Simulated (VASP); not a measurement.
# SiC (P1) in VASP: notebook, part 2 of 2

VASP 6.6.1.

## Step 4: Single point, PBEsol

The input, INCAR:

```
PREC = Accurate ; ENCUT = 520
EDIFF = 1E-6 ; ISMEAR = -1
SIGMA = 0.1551 ; LREAL = Auto
LASPH = True ; NELM = 60
ALGO = Normal ; ISIF = 2
LWAVE = False ; LCHARG = True
GGA = PS ; LELF = True
LVHAR = True ; NBANDS = 46
```

The input, KPOINTS:

```
Automatic mesh
0
Gamma
  2 2 2
  0.5 0.5 0.5
```

The input, POSCAR:

```
SiC
1.0
    0.0000000000      4.4332765519      4.4332765519
    4.4332765519      0.0000000000      4.4332765519
    4.4332765519      4.4332765519      0.0000000000
Si C
8 8
Direct
   -0.0939437220      0.0201321751     -0.0140953309
   -0.0425113340     -0.0485784041      0.5086354243
   -0.0289898450      0.4808177372      0.0076530303
   -0.0227879986      0.4968745970      0.4880120774
    0.4243871272     -0.0093791803     -0.0089977468
    0.4461190221     -0.0113674388      0.4962293631
    0.4542119077      0.5150644164     -0.0202292816
    0.4954542028      0.4567085938      0.4924913829
    0.3693878514      0.3323957986      0.3616888054
    0.3205741811      0.3854011768      0.8524004663
    0.3379808326      0.8464695257      0.3710441884
    0.2787737209      0.8822075398      0.8826462672
    0.8426919585      0.3413760640      0.3739835493
    0.8311216223      0.3871508984      0.8542900394
    0.8386036730      0.8797804410      0.3469873765
    0.8012306380      0.8671022335      0.8689586483
```

Potentials or basis: VASP PAW PBE potentials, release 64 (Si, C).

The run is started by

```bash
> cat potpaw_PBE.64/Si/POTCAR potpaw_PBE.64/C/POTCAR > POTCAR
> mpirun -np 1 vasp_std > vasp.out
```

OUTCAR:

```text
PREC = Accurate
   ENCUT = 520
   EDIFF = 1E-6
   ISMEAR = -1
   LREAL = Auto
   LASPH = True
   NELM = 60
   ISIF = 2
   GGA = PS

 ion  position               nearest neighbor table
   1  0.906  0.020  0.986-  15 1.87  14 1.90  12 1.91  16 1.93   7 2.98   6 3.05   2 3.07   4 3.08
                             5 3.10   3 3.14
   2  0.957  0.951  0.509-  15 1.82  16 1.86  11 1.95  13 2.00   4 2.86   8 3.04   3 3.05   1 3.07
                             5 3.10   6 3.13   6 3.15
   3  0.971  0.481  0.008-  10 1.80  13 1.88  14 1.99  16 2.00   5 2.97   8 3.01   2 3.05   7 3.06
                             4 3.08   1 3.14
   4  0.977  0.497  0.488-  14 1.88  15 1.96   9 2.02  13 2.07   2 2.86   6 3.07   1 3.08   3 3.08
                             7 3.09   8 3.14   8 3.14
   5  0.424  0.991  0.991-  12 1.86  16 1.93  11 1.96  10 2.03   7 2.93   3 2.97   6 3.04   8 3.05
                             2 3.10   1 3.10
   6  0.446  0.989  0.496-   9 1.77  11 1.93  12 1.99  15 2.01   7 3.00   5 3.04   1 3.05   4 3.07
                             8 3.09   2 3.13   2 3.15
   7  0.454  0.515  0.980-  12 1.90  14 1.93   9 1.98  10 2.00   5 2.93   1 2.98   6 3.00   3 3.06
                             4 3.09   8 3.13
   8  0.495  0.457  0.492-  13 1.78  10 1.87   9 1.95  11 2.00   3 3.01   2 3.04   5 3.05   6 3.09
                             7 3.13   4 3.14   4 3.14
   9  0.369  0.332  0.362-   6 1.77   8 1.95   7 1.98   4 2.02
  10  0.321  0.385  0.852-   3 1.80   8 1.87   7 2.00   5 2.03
  11  0.338  0.846  0.371-   6 1.93   2 1.95   5 1.96   8 2.00
  12  0.279  0.882  0.883-   5 1.86   7 1.90   1 1.91   6 1.99
  13  0.843  0.341  0.374-   8 1.78   3 1.88   2 2.00   4 2.07
  14  0.831  0.387  0.854-   4 1.88   1 1.90   7 1.93   3 1.99
  15  0.839  0.880  0.347-   2 1.82   1 1.87   4 1.96   6 2.01
  16  0.801  0.867  0.869-   2 1.86   1 1.93   5 1.93   3 2.00

  LATTYP: Found a face centered cubic cell.
 ALAT       =     8.8665531038

  Lattice vectors:

 A1 = (   0.0000000000,   4.4332765519,   4.4332765519)
 A2 = (   4.4332765519,   0.0000000000,   4.4332765519)
 A3 = (   4.4332765519,   4.4332765519,   0.0000000000)

Analysis of symmetry for initial positions (statically):
=====================================================================
 Subroutine PRICEL returns:
 Original cell was already a primitive cell.

 Routine SETGRP: Setting up the symmetry group for a
 face centered cubic supercell.

 Subroutine GETGRP returns: Found  1 space group operations
 (whereof  1 operations were pure point group operations)
 out of a pool of 48 trial point group operations.

The static configuration has the point symmetry C_1 .

Analysis of symmetry for dynamics (positions and initial velocities):
=====================================================================
 Subroutine PRICEL returns:
 Original cell was already a primitive cell.

 Routine SETGRP: Setting up the symmetry group for a
 face centered cubic supercell.

 Subroutine GETGRP returns: Found  1 space group operations
 (whereof  1 operations were pure point group operations)
 out of a pool of 48 trial point group operations.

The dynamic configuration has the point symmetry C_1 .

 Subroutine INISYM returns: Found  1 space group operations
 (whereof  1 operations are pure point group operations),
 and found     1 'primitive' translations

[... 84 lines left out ...]
  0.250000 -0.250000  0.250000      2.000000
[... 8 lines left out ...]
  0.000000  0.250000  0.500000      2.000000
  0.500000  0.250000  0.000000      2.000000
   k-points           NKPTS =     16   k-points in BZ     NKDIM =     16   number of bands    NBANDS=     46
   number of dos      NEDOS =    301   number of ions     NIONS =     16
   total plane-waves  NPLWV = 110592
   dimension x,y,z NGX =    48 NGY =   48 NGZ =   48
   dimension x,y,z NGXF=    96 NGYF=   96 NGZF=   96
   ions per type =               8   8
   NGX,Y,Z   is equivalent  to a cutoff of  12.73, 12.73, 12.73 a.u.
   NGXF,Y,Z  is equivalent  to a cutoff of  25.46, 25.46, 25.46 a.u.
 SYSTEM =  unknown system
   PREC   = accura    normal or accurate (medium, high low for compatibility)
   ISTART =      0    job   : 0-new  1-cont  2-samecut
   ICHARG =      2    charge: 1-file 2-atom 10-const
   ISPIN  =      1    spin polarized calculation?
   LNONCOLLINEAR =      F non collinear calculations
   LSORBIT =      F    spin-orbit coupling
   LASPH  =      T    aspherical Exc in radial PAW
   ENCUT  =  520.0 eV  38.22 Ry    6.18 a.u.  11.66 11.66 11.66*2*pi/ulx,y,z
   NELM   =     60;   NELMIN=  2; NELMDL= -5     # of ELM steps
   EDIFF  = 0.1E-05   stopping-criterion for ELM
   LREAL  =      T    real-space projection
   EDIFFG = 0.1E-04   stopping-criterion for IOM
   NSW    =      0    number of steps for IOM
   IBRION =     -1    ionic relax: 0-MD 1-quasi-New 2-CG
   NFREE  =      0    steps in history (QN), initial steepest desc. (CG)
   ISIF   =      2    stress and relaxation
   ISYM   =      2    0-nonsym 1-usesym 2-fastsym
   POTIM  = 0.5000    time-step for ionic-motion
   TEBEG  =    0.0;   TEEND  =   0.0 temperature during run
   PSTRESS=    0.0 pullay stress
   NELECT =      64.0000    total number of electrons
   NUPDOWN=      -1.0000    fix difference up-down
   EMIN   =  10.00;   EMAX   =-10.00  energy-range for DOS
   EFERMI =   0.00;   METHOD = LEGACY
   ISMEAR =    -1;   SIGMA  =   0.16  broadening in eV -4-tet -1-fermi 0-gaus
   EFERMI_NEDOS =   21; number of points for ismear=-14 and -15
   IALGO  =     38    algorithm
   IMIX   =      4    mixing-type and parameters
     AMIX     =   0.40;   BMIX     =  1.00
     AMIX_MAG =   1.60;   BMIX_MAG =  1.00
  volume/ion in A,a.u.               =      10.89        73.50
  Fermi-wavevector in a.u.,A,eV,Ry     =   1.172375  2.215468 18.700716  1.374464
  Thomas-Fermi vector in A             =   2.308805
   LORBIT       =      0    0 simple, 1 ext, 2 COOP (PROOUT), +10 PAW based schemes
   GGA     = PS    functional components
   LHFCALC =     F    Hartree Fock is set to
   AEXX    =    0.0000 exact exchange contribution
   IVDW    =     0    specifies the selected vdW correction
   LEPSILON=     F    determine dielectric tensor
   LRPA    =     F    only Hartree local field effects (RPA)
 non-spin polarized calculation
  energy-cutoff  :      520.00
  volume of cell :      174.26
 maximum number of plane-waves:      4723
 NGX is ok and might be reduce to    48
   NGX = 23   NGY = 23   NGZ = 23

 number of electron      64.0000000 magnetization

 Free energy of the ion-electron system (eV)
  ---------------------------------------------------
  ext. energy  EPLUGINS =         0.00000000
  ---------------------------------------------------
  free energy    TOTEN  =      -124.68092265 eV

  energy without entropy =     -124.67684415  energy(sigma->0) =     -124.67888340

 E-fermi :   8.4733     XC(G=0): -11.2998

 val. band max:        7.5368393686   @ k =   0.2500   0.2500   0.2500
 cond. band min:       9.3980987848   @ k =   0.2500   0.2500   0.2500
 fundamental gap:      1.8612594162
 Fermi energy:         8.4733399186

 k-point     1 :       0.2500    0.2500    0.2500
  band No.  band energies     occupation
      1      -7.2711      2.00000
      2      -5.1269      2.00000
      3      -4.1356      2.00000
      4      -4.1141      2.00000
      5      -3.9544      2.00000
      6      -3.2659      2.00000
[... 741 lines left out ...]
     43      14.1860      0.00000
     44      14.2748      0.00000
 [bands above 44 left out]

------------------------ aborting loop because EDIFF is reached ----------------------------------------

  FORCE on cell =-STRESS in cart. coord.  units (eV):
  Direction    XX          YY          ZZ          XY          YZ          ZX
  --------------------------------------------------------------------------------------
  -------------------------------------------------------------------------------------
  Total       -8.5627160    -11.2530105     -8.9002721     -0.0950235     -0.0748713     -0.8754047
  in kB      -78.7259034   -103.4605636    -81.8294064     -0.8736497     -0.6883692     -8.0485006
  external PRESSURE =     -88.0052911 kB  Pullay stress =       0.0000000 kB

 VOLUME and BASIS-vectors are now :
 -----------------------------------------------------------------------------
  energy-cutoff  :      520.00
  volume of cell :      174.26
      direct lattice vectors                 reciprocal lattice vectors
     0.000000000  4.433276552  4.433276552    -0.112783399  0.112783399  0.112783399
     4.433276552  0.000000000  4.433276552     0.112783399 -0.112783399  0.112783399
     4.433276552  4.433276552  0.000000000     0.112783399  0.112783399 -0.112783399

 POSITION                                       TOTAL-FORCE (eV/Angst)
 -----------------------------------------------------------------------------------
      4.46004      8.38759      4.10605        -0.898381      1.056037      0.591849
      6.47284      6.49973      8.46273         0.785715     -0.364411      2.785932
      2.16553      4.33868      6.43635         0.480050     -2.669943     -1.064339
      4.36627      6.49574      6.53503        -1.430781     -0.836400     -0.713602
      8.78508      6.27481      6.27312         1.244368      1.254997      0.910709
      6.58280      4.17769      6.36065        -1.648908      0.995028     -1.135989
[... 8 lines left out ...]
      5.43860      5.25605      7.61807        -0.111598      0.137944     -2.802979
      7.69644      7.40441      7.39618         0.287906      1.003395     -0.287207
 -----------------------------------------------------------------------------------
    total drift:                               -0.010133      0.002754      0.009465

  FREE ENERGIE OF THE ION-ELECTRON SYSTEM (eV)
  ---------------------------------------------------
  free  energy   TOTEN  =      -124.6809226457 eV

  energy  without entropy=     -124.6768441511  energy(sigma->0) =     -124.67888340
```

Wall time 87 s (1 thread of Intel Xeon 6975P-C (Granite Rapids), shared host); peak memory 0.36 GiB.

Results:

```yaml
Free_energy: -124.6809 eV
Pressure: -8.8 GPa
Largest_force: 3.956 eV/Å
Band_gap_on_the_k_mesh: 1.86 eV
```

Forces in eV/Å, atoms in the order of the input:
```
Si  -0.898  1.056  0.592
Si   0.786 -0.364  2.786
Si   0.480 -2.670 -1.064
Si  -1.431 -0.836 -0.714
Si   1.244  1.255  0.911
Si  -1.649  0.995 -1.136
Si  -0.675  0.408 -1.472
Si   1.678 -2.939 -0.581
C    2.633 -2.606  1.387
C   -0.752  2.620  0.069
C   -0.189 -0.260 -0.339
C   -1.644  0.182  1.194
C   -0.318  1.997  1.835
C    0.559  0.021 -0.377
C   -0.112  0.138 -2.803
C    0.288  1.003 -0.287
```

Stress tensor (GPa, compression positive):
```
 -7.87  -0.09  -0.80
 -0.09 -10.35  -0.07
 -0.80  -0.07  -8.18
```

Caveat: the k points lie up to 0.61 Å⁻¹ apart; the atoms stand as in a frame of molecular dynamics; the PAW data sets were made with another functional, which shifts forces and pressure a little; a shifted mesh leaves out Γ, where band edges can lie. A k mesh can miss the band edges.

## Step 5: Summary

```tsv
cell	gap on the mesh (eV)	pressure (GPa)	largest force (eV/Å)
as given, atomic positions A	1.13	-7.4	4.89
as given, atomic positions B	1.60	-8.4	4.27
as given, atomic positions C	1.86	-8.8	3.96
```

Alike in all rows: task single point; level PBEsol; potentials or basis VASP PAW PBE potentials, release 64 (Si, C); no spin polarisation; k mesh 2 × 2 × 2, shifted; cutoff (eV) 520; smearing fermi-dirac 0.1551 eV.

Caveats: all runs use coarse meshes; the atoms stand as in a frame of molecular dynamics; the PAW data sets were made with another functional, which shifts forces and pressure a little; a shifted mesh leaves out Γ, where band edges can lie.

Absolute energies hang on the potentials; compare differences alone.
